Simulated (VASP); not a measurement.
# Sc2H (P6/mmm) in VASP: single point with PBE

Aim: the single point of Sc2H with PBE.

Everything below comes from runs of VASP 6.6.1. Logs are shortened: lines on timing, memory, paths and dates and some standing lists are left out, and cuts for length are marked.

**1. The cell of the first run**

The structure is hexagonal, space group P6/mmm (No. 191). Conventional cell: a = 3.725 Å, b = 3.725 Å, c = 3.026 Å, α = 90.00°, β = 90.00°, γ = 120.00°. Sc (site symmetry -6m2) has 3 Sc at 2.15 Å and 6 H at 2.63 Å within 2.8 Å. Within 3.5 Å of H (site symmetry 6/mmm) lie 12 Sc at 2.63 Å and 2 H at 3.03 Å.

**2. Single point, PBE**

The input, INCAR:

```
PREC = Accurate
ENCUT = 520
EDIFF = 1E-6
ISMEAR = 0
SIGMA = 0.1
LREAL = False
LASPH = True
NELM = 100
ALGO = Normal
ISIF = 2
LWAVE = False
LCHARG = False
GGA = PE
NBANDS = 18
```

The input, KPOINTS:

```
regular mesh
0
Gamma
  6 6 6
```

The input, POSCAR:

```
Sc2H
1.0
    3.7254906100      0.0000000000      0.0000000000
   -1.8627453100      3.2263695100      0.0000000000
    0.0000000000      0.0000000000      3.0263647700
Sc H
2 1
Direct
    0.3333333300      0.6666666700      0.0000000000
    0.6666666700      0.3333333300      0.0000000000
    0.0000000000      0.0000000000      0.5000000000
```

Potentials or basis: VASP PAW PBE potentials, release 64 (Sc_sv, H).

Launch:

```
cat potpaw_PBE.64/Sc_sv/POTCAR potpaw_PBE.64/H/POTCAR > POTCAR
mpirun -np 1 vasp_std > vasp.out
```

OUTCAR:

```text
PREC = Accurate
   ENCUT = 520
   EDIFF = 1E-6
   ISMEAR = 0
   LREAL = False
   LASPH = True
   NELM = 100
   ISIF = 2
   GGA = PE

 ion  position               nearest neighbor table
   1  0.333  0.667  0.000-   2 2.15   2 2.15   2 2.15
   2  0.667  0.333  0.000-   1 2.15   1 2.15   1 2.15
   3  0.000  0.000  0.500-

  LATTYP: Found a hexagonal cell.
 ALAT       =     3.7254906100
 C/A-ratio  =     0.8123399270

  Lattice vectors:

 A1 = (   3.7254906100,   0.0000000000,   0.0000000000)
 A2 = (  -1.8627453100,   3.2263695100,   0.0000000000)
 A3 = (   0.0000000000,   0.0000000000,   3.0263647700)

Analysis of symmetry for initial positions (statically):
=====================================================================
 Subroutine PRICEL returns:
 Original cell was already a primitive cell.

 Routine SETGRP: Setting up the symmetry group for a
 hexagonal supercell.

 Subroutine GETGRP returns: Found 24 space group operations
 (whereof 24 operations were pure point group operations)
 out of a pool of 24 trial point group operations.

The static configuration has the point symmetry D_6h.

Analysis of symmetry for dynamics (positions and initial velocities):
=====================================================================
 Subroutine PRICEL returns:
 Original cell was already a primitive cell.

 Routine SETGRP: Setting up the symmetry group for a
 hexagonal supercell.

 Subroutine GETGRP returns: Found 24 space group operations
 (whereof 24 operations were pure point group operations)
 out of a pool of 24 trial point group operations.

The dynamic configuration has the point symmetry D_6h.

 Subroutine INISYM returns: Found 24 space group operations
 (whereof 24 operations are pure point group operations),
 and found     1 'primitive' translations

----------------------------------------------------------------------------------------

                                     Primitive cell

  volume of cell :      36.3763

  direct lattice vectors                    reciprocal lattice vectors
     3.725490610  0.000000000  0.000000000     0.268421023  0.154972950  0.000000000
    -1.862745310  3.226369510  0.000000000     0.000000000  0.309945900  0.000000000
     0.000000000  0.000000000  3.026364770     0.000000000  0.000000000  0.330429435

  length of vectors
     3.725490610  3.725490613  3.026364770     0.309945900  0.309945900  0.330429435

  position of ions in fractional coordinates (direct lattice)
     0.333333330  0.666666670  0.000000000
     0.666666670  0.333333330  0.000000000
     0.000000000  0.000000000  0.500000000

  ion indices of the primitive-cell ions
   primitive index   ion index
                 1           1
                 2           2
                 3           3

----------------------------------------------------------------------------------------

 KPOINTS: regular mesh

Automatic generation of k-mesh.
 Grid dimensions read from file:
 generate k-points for:    6    6    6

 Generating k-lattice:

  Cartesian coordinates                     Fractional coordinates (reciprocal lattice)
     0.044736837  0.025828825  0.000000000     0.166666667 -0.000000000  0.000000000
     0.000000000  0.051657650  0.000000000     0.000000000  0.166666667  0.000000000
     0.000000000  0.000000000  0.055071572     0.000000000  0.000000000  0.166666667

  Length of vectors
     0.051657650  0.051657650  0.055071572

  Shift w.r.t. Gamma in fractional coordinates (k-lattice)
     0.000000000  0.000000000  0.000000000

 Subroutine IBZKPT returns following result:
 ===========================================

 Found     28 irreducible k-points:

 Following reciprocal coordinates:
            Coordinates               Weight
  0.000000  0.000000  0.000000      1.000000
  0.166667  0.000000  0.000000      6.000000
  0.333333  0.000000  0.000000      6.000000
  0.500000  0.000000  0.000000      3.000000
  0.166667  0.166667  0.000000      6.000000
  0.333333  0.166667  0.000000     12.000000
[... 16 lines left out ...]
  0.166667  0.000000  0.500000      6.000000
  0.333333  0.000000  0.500000      6.000000
 [... further k-points ...]
   k-points           NKPTS =     28   k-points in BZ     NKDIM =     28   number of bands    NBANDS=     18
   number of dos      NEDOS =    301   number of ions     NIONS =      3
   total plane-waves  NPLWV =  18816
   dimension x,y,z NGX =    28 NGY =   28 NGZ =   24
   dimension x,y,z NGXF=    56 NGYF=   56 NGZF=   48
   ions per type =               2   1
   NGX,Y,Z   is equivalent  to a cutoff of  12.49, 12.49, 13.18 a.u.
   NGXF,Y,Z  is equivalent  to a cutoff of  24.99, 24.99, 26.37 a.u.
 SYSTEM =  unknown system
   PREC   = accura    normal or accurate (medium, high low for compatibility)
   ISTART =      0    job   : 0-new  1-cont  2-samecut
   ICHARG =      2    charge: 1-file 2-atom 10-const
   ISPIN  =      1    spin polarized calculation?
   LNONCOLLINEAR =      F non collinear calculations
   LSORBIT =      F    spin-orbit coupling
   LASPH  =      T    aspherical Exc in radial PAW
   ENCUT  =  520.0 eV  38.22 Ry    6.18 a.u.   6.93  6.93  5.63*2*pi/ulx,y,z
   NELM   =    100;   NELMIN=  2; NELMDL= -5     # of ELM steps
   EDIFF  = 0.1E-05   stopping-criterion for ELM
   LREAL  =      F    real-space projection
   EDIFFG = 0.1E-04   stopping-criterion for IOM
   NSW    =      0    number of steps for IOM
   IBRION =     -1    ionic relax: 0-MD 1-quasi-New 2-CG
   NFREE  =      0    steps in history (QN), initial steepest desc. (CG)
   ISIF   =      2    stress and relaxation
   ISYM   =      2    0-nonsym 1-usesym 2-fastsym
   POTIM  = 0.5000    time-step for ionic-motion
   TEBEG  =    0.0;   TEEND  =   0.0 temperature during run
   PSTRESS=    0.0 pullay stress
   NELECT =      23.0000    total number of electrons
   NUPDOWN=      -1.0000    fix difference up-down
   EMIN   =  10.00;   EMAX   =-10.00  energy-range for DOS
   EFERMI =   0.00;   METHOD = LEGACY
   ISMEAR =     0;   SIGMA  =   0.10  broadening in eV -4-tet -1-fermi 0-gaus
   EFERMI_NEDOS =   21; number of points for ismear=-14 and -15
   IALGO  =     38    algorithm
   IMIX   =      4    mixing-type and parameters
     AMIX     =   0.40;   BMIX     =  1.00
     AMIX_MAG =   1.60;   BMIX_MAG =  1.00
  volume/ion in A,a.u.               =      12.13        81.83
  Fermi-wavevector in a.u.,A,eV,Ry     =   1.405113  2.655278 26.862550  1.974342
  Thomas-Fermi vector in A             =   2.527607
   LORBIT       =      0    0 simple, 1 ext, 2 COOP (PROOUT), +10 PAW based schemes
   GGA     = PE    functional components
   LHFCALC =     F    Hartree Fock is set to
   AEXX    =    0.0000 exact exchange contribution
   IVDW    =     0    specifies the selected vdW correction
   LEPSILON=     F    determine dielectric tensor
   LRPA    =     F    only Hartree local field effects (RPA)
 non-spin polarized calculation
 Gauss-broadening in eV      SIGMA  =   0.10
  energy-cutoff  :      520.00
  volume of cell :       36.38
 maximum number of plane-waves:       999
 NGX is ok and might be reduce to    28
   NGX = 13   NGY = 13   NGZ = 11

 number of electron      23.0000006 magnetization

 Free energy of the ion-electron system (eV)
  ---------------------------------------------------
  ext. energy  EPLUGINS =         0.00000000
  ---------------------------------------------------
  free energy    TOTEN  =        -9.95958145 eV

  energy without entropy =       -9.93239337  energy(sigma->0) =       -9.94598741

 E-fermi :   5.7089     XC(G=0): -11.3438

 val. band max:        5.7043959428   @ k =   0.3333   0.0000   0.1667
 cond. band min:       5.7111560726   @ k =   0.3333   0.1667   0.5000
 fundamental gap:      0.0067601298
 Fermi energy:         5.7089255074

 k-point     1 :       0.0000    0.0000    0.0000
  band No.  band energies     occupation
      1     -44.0035      2.00000
      2     -42.0137      2.00000
      3     -23.7314      2.00000
      4     -23.7314      2.00000
      5     -21.8005      2.00000
      6     -20.5946      2.00000
[... 10 lines left out ...]
     17       9.0462      0.00000
     18      11.2311      0.00000

 k-point     2 :       0.1667    0.0000    0.0000
  band No.  band energies     occupation
      1     -43.8984      2.00000
      2     -42.1469      2.00000
      3     -23.8248      2.00000
      4     -23.5684      2.00000
      5     -21.7328      2.00000
      6     -20.6699      2.00000
[... 10 lines left out ...]
     17       9.2977      0.00000
     18      10.7942      0.00000

 k-point     3 :       0.3333    0.0000    0.0000
  band No.  band energies     occupation
      1     -43.6213      2.00000
      2     -42.4795      2.00000
      3     -23.9932      2.00000
      4     -23.2050      2.00000
      5     -21.5563      2.00000
      6     -20.8617      2.00000
[... 10 lines left out ...]
     17      10.3786      0.00000
     18      10.4044      0.00000

 k-point     4 :       0.5000    0.0000    0.0000
  band No.  band energies     occupation
      1     -43.3925      2.00000
      2     -42.7357      2.00000
      3     -24.0701      2.00000
      4     -22.9928      2.00000
      5     -21.4126      2.00000
      6     -21.0336      2.00000
[... 375 lines left out ...]
      4     -23.6734      2.00000
      5     -22.3598      2.00000
      6     -20.9331      2.00000
[... 10 lines left out ...]
     17       9.1192      0.00000
     18       9.1192      0.00000

 k-point    23 :       0.1667    0.0000    0.5000
  band No.  band energies     occupation
      1     -43.8407      2.00000
      2     -42.1043      2.00000
      3     -23.7644      2.00000
      4     -23.5097      2.00000
      5     -22.2786      2.00000
      6     -21.0219      2.00000
[... 10 lines left out ...]
     17       9.9531      0.00000
     18      10.0052      0.00000

 k-point    24 :       0.3333    0.0000    0.5000
  band No.  band energies     occupation
      1     -43.5660      2.00000
      2     -42.4339      2.00000
      3     -23.9289      2.00000
      4     -23.1417      2.00000
      5     -22.0674      2.00000
      6     -21.2478      2.00000
[... 10 lines left out ...]
     17      10.9133      0.00000
     18      11.4860      0.00000

 [... further k-points ...]
[... 5 lines left out ...]
  --------------------------------------------------------------------------------------
  -------------------------------------------------------------------------------------
  Total       10.7042113     10.7042113     -1.8927518     -0.0000000      0.0000000      0.0000000
  in kB      471.4616844    471.4616844    -83.3653167     -0.0000007      0.0000000      0.0000000
  external PRESSURE =     286.5193507 kB  Pullay stress =       0.0000000 kB

 VOLUME and BASIS-vectors are now :
 -----------------------------------------------------------------------------
  energy-cutoff  :      520.00
  volume of cell :       36.38
      direct lattice vectors                 reciprocal lattice vectors
     3.725490610  0.000000000  0.000000000     0.268421023  0.154972950  0.000000000
    -1.862745310  3.226369510  0.000000000     0.000000000  0.309945900  0.000000000
     0.000000000  0.000000000  3.026364770     0.000000000  0.000000000  0.330429435

 POSITION                                       TOTAL-FORCE (eV/Angst)
 -----------------------------------------------------------------------------------
     -0.00000      2.15091      0.00000        -0.000000     -0.000000      0.000000
      1.86275      1.07546      0.00000         0.000000      0.000000      0.000000
      0.00000      0.00000      1.51318        -0.000000      0.000000      0.000000
 -----------------------------------------------------------------------------------
    total drift:                                0.000000      0.000000     -0.000000

  FREE ENERGIE OF THE ION-ELECTRON SYSTEM (eV)
  ---------------------------------------------------
  free  energy   TOTEN  =        -9.9595814509 eV

  energy  without entropy=       -9.9323933703  energy(sigma->0) =       -9.94598741
```

Run time: 16 s. Hardware: 1 thread of AMD EPYC 9R45 (Zen 5), shared host; peak memory 0.12 GiB.

Results:

```yaml
Free_energy: -9.9596 eV
Pressure: 28.7 GPa
```

Levels at points of the mesh, in eV from the Fermi level:
```
           k point  band 9  band 10  band 11  band 12  band 13  band 14  band 15  band 16
(0.00, 0.00, 0.00)   -7.19    -1.34     1.02     1.02     1.74     1.74     3.05     3.05
(0.50, 0.00, 0.00)   -5.77    -1.80    -0.32    -0.28     1.06     1.47     1.65     1.76
(0.00, 0.00, 0.50)   -4.37    -1.66    -0.50    -0.50     1.92     1.92     3.34     3.34
(0.50, 0.00, 0.50)   -4.93    -1.96    -1.71    -0.01     0.52     2.20     3.03     3.65
```
